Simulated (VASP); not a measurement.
Write the native input for VASP 6.6.1 that does the following.

```
Task                   : single point
Functional             : PBE
Potentials or basis    : VASP PAW PBE potentials, release 64 (Mo_sv, Ir)
Cutoff                 : 520 eV
k mesh                 : 4 × 4 × 4
Occupations            : gaussian, width 0.1 eV
Spin                   : no spin polarisation
Dipole correction      : no
Further INCAR settings : ALGO = Fast; EDIFF = 1e-07; NBANDS = 46
```

The structure of Mo2Ir lies in POSCAR:

```
Mo2Ir
1.0
    0.0000000000      3.6128160086      3.6128160086
    3.6128160086      0.0000000000      3.6128160086
    3.6128160086      3.6128160086      0.0000000000
Mo Ir
4 2
Direct
    0.6250000000      0.6250000000      0.6250000000
    0.1250000000      0.6250000000      0.6250000000
    0.6250000000      0.6250000000      0.1250000000
    0.6250000000      0.1250000000      0.6250000000
    0.0000000000      0.0000000000      0.0000000000
    0.2500000000      0.2500000000      0.2500000000
```

These files were run (other wordings do the same):

INCAR

```
SYSTEM = Mo2Ir
  PREC = Accurate
  ENCUT = 520
  EDIFF = 1E-7
  ISMEAR = 0
  SIGMA = 0.1
  LREAL = .FALSE.
  LASPH = .TRUE.
  NELM = 80
  ALGO = Fast
  ISIF = 2
  LWAVE = .FALSE.
  LCHARG = .TRUE.
  GGA = PE
  LELF = .TRUE.
  LVHAR = .TRUE.
  NBANDS = 46
```

KPOINTS

```
regular mesh
0
G
  4 4 4
  0 0 0
```

Potentials or basis: VASP PAW PBE potentials, release 64 (Mo_sv, Ir).

Run with:

```sh
$ cat potpaw_PBE.64/Mo_sv/POTCAR potpaw_PBE.64/Ir/POTCAR > POTCAR
$ mpirun -np 1 vasp_std > vasp.out
```

Results of the run:

- Pressure: 0.7 GPa
- Band gap on the k mesh: zero (band 37 reaches 12.83 eV, above the bottom of band 38 at 10.61 eV)

Caveat: the k points lie up to 0.38 Å⁻¹ apart; spin-orbit coupling is left out, which moves the levels of the heavy elements.

It took 73 s on 1 thread of AMD EPYC 7R43 64-Core Processor (Zen 3) (shared host), peak memory 0.21 GiB.
